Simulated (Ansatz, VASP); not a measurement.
**One calculation of Al, two programs**

Contents of INCAR:

```
ALGO = Fast
EDIFF = 1E-6
ENCUT = 520
GGA = PE
ISIF = 2
ISMEAR = 0
LASPH = True
LCHARG = False
LREAL = False
LWAVE = False
NBANDS = 10
NELM = 100
PREC = Accurate
SIGMA = 0.15
```

The input KPOINTS:

```
k-points
0
Gamma
  20 20 12
```

POSCAR

```
Al
1.0
   -1.6175102401      1.6175102401      1.6175102401
    1.6175102401     -1.6175102401      1.6175102401
    3.2350204801      3.2350204801      0.0000000000
Al
2
Direct
   -0.0040634864     -0.0529376983      0.0000000000
    0.5040634864      0.5529376983      0.5000000000
```

Input for Ansatz:

```yaml
crystal:
  lattice:
    - [-1.6175102401, 1.6175102401, 1.6175102401]
    - [1.6175102401, -1.6175102401, 1.6175102401]
    - [3.2350204801, 3.2350204801, 0.0]
  atoms:
    - { symbol: Al, position: [-0.0040634864, -0.0529376983, 0.0] }
    - { symbol: Al, position: [0.5040634864, 0.5529376983, 0.5] }
basis:
  ecutwfc: 420
kpoints:
  mp_grid: { grid: [20, 20, 12] }
hamiltonian:
  xc: pbe
scf:
  occupations: { method: gaussian, width: 0.15 }
output:
  forces: true
  stress: true
  eigenvalues: true
```

Change from the starting cell: mode 1 frozen in at -0.112 Å and mode 5 at -0.092 Å (largest displacements).

Alike in both runs: task single point; functional PBE; k mesh 20 × 20 × 12; occupations gaussian, width 0.15 eV; no spin polarisation.

|  | VASP | Ansatz |
| --- | --- | --- |
| version | VASP 6.6.1 | Ansatz 0.2.0 |
| potentials or method | VASP PAW PBE potentials, release 64 (Al), cutoff 520 eV | scalar-relativistic, plane waves, PAW |
| valence electrons in the cell | 6 | 6 |

```tsv
	VASP	Ansatz	Ansatz less VASP
gap on the k mesh at the Fermi level (eV)	none	none	-
pressure (GPa)	0.5	0.5	+0.02
traceless stress, the component that is largest in VASP (GPa)	-0.64	-0.64	-0.005
rms of the force components (eV/Å)	0.210	0.211	+0.0004
```

Atom by atom the forces differ by 0.000 eV/Å (rms over components). A gap of «none» marks a metal or a gap that the smearing closes. With one functional, cell and mesh, what is left measures potentials, basis and numerics.
